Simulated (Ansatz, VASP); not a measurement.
Si7Ge in VASP and in Ansatz

File INCAR:

```
SYSTEM = Si7Ge
ALGO = Normal
EDIFF = 1E-6
ENCUT = 520
GGA = PS
ISIF = 2
ISMEAR = 0
LASPH = .TRUE.
LCHARG = .FALSE.
LREAL = .FALSE.
LWAVE = .FALSE.
NBANDS = 31
NELM = 80
PREC = Accurate
SIGMA = 0.03
```

The input KPOINTS:

```
k-points
0
G
  8 8 8
  0 0 0
```

The input POSCAR:

```
Si7Ge
1.0
    5.8914813436      0.0000000000      0.0000000000
    0.0000000000      5.8914813436      0.0000000000
    0.0000000000      0.0000000000      5.4366589839
Si Ge
7 1
Direct
    0.2525986838      0.2525986838      0.2525986838
    0.0000000000      0.5000000000      0.5000000000
    0.5000000000      0.5000000000      0.0000000000
    0.5000000000      0.0000000000      0.5000000000
    0.7474013162      0.2525986838      0.7474013162
    0.7474013162      0.7474013162      0.2525986838
    0.2525986838      0.7474013162      0.7474013162
    0.0000000000      0.0000000000      0.0000000000
```

Input for Ansatz:

```yaml
crystal:
  lattice:
    - [5.8914813436, 0.0, 0.0]
    - [0.0, 5.8914813436, 0.0]
    - [0.0, 0.0, 5.4366589839]
  atoms:
    - { symbol: Si, position: [0.2525986838, 0.2525986838, 0.2525986838] }
    - { symbol: Si, position: [0.0, 0.5, 0.5] }
    - { symbol: Si, position: [0.5, 0.5, 0.0] }
    - { symbol: Si, position: [0.5, 0.0, 0.5] }
    - { symbol: Si, position: [0.7474013162, 0.2525986838, 0.7474013162] }
    - { symbol: Si, position: [0.7474013162, 0.7474013162, 0.2525986838] }
    - { symbol: Si, position: [0.2525986838, 0.7474013162, 0.7474013162] }
    - { symbol: Ge, position: [0.0, 0.0, 0.0] }
basis:
  ecutwfc: 420
kpoints:
  mp_grid: { grid: [8, 8, 8] }
hamiltonian:
  xc: pbesol
  pseudopotentials: { kind: paw, azcp: { folder: soft_1 } }
scf:
  occupations: { method: gaussian, width: 0.03 }
output:
  forces: true
  stress: true
  eigenvalues: true
  write_density: true
  write_potential: true
  elf: true
  volumetric_format: npy
```

Alike in both runs: task single point; functional PBEsol; k mesh 8 × 8 × 8; occupations gaussian, width 0.03 eV; no spin polarisation.

|  | VASP | Ansatz |
| --- | --- | --- |
| version | VASP 6.6.1 | Ansatz 0.2.0 |
| potentials or method | VASP PAW PBE potentials, release 64 (Si, Ge_d), cutoff 520 eV | scalar-relativistic, plane waves, PAW |
| valence electrons in the cell | 42 | 42 |

|  | VASP | Ansatz | Ansatz less VASP |
| --- | --- | --- | --- |
| gap on the k mesh at the Fermi level (eV) | none | none | - |
| pressure (GPa) | -9.7 | -9.7 | -0.06 |
| traceless stress, the component that is largest in VASP (GPa) | 4.05 | 4.05 | 0.000 |
| rms of the force components (eV/Å) | 0.008 | 0.010 | +0.0024 |

VASP's potentials were made for PBE, not for PBEsol, and Ansatz warns of the same on its side. Atom by atom the forces differ by 0.002 eV/Å (rms over components). A gap of «none» marks a metal or a gap that the smearing closes.
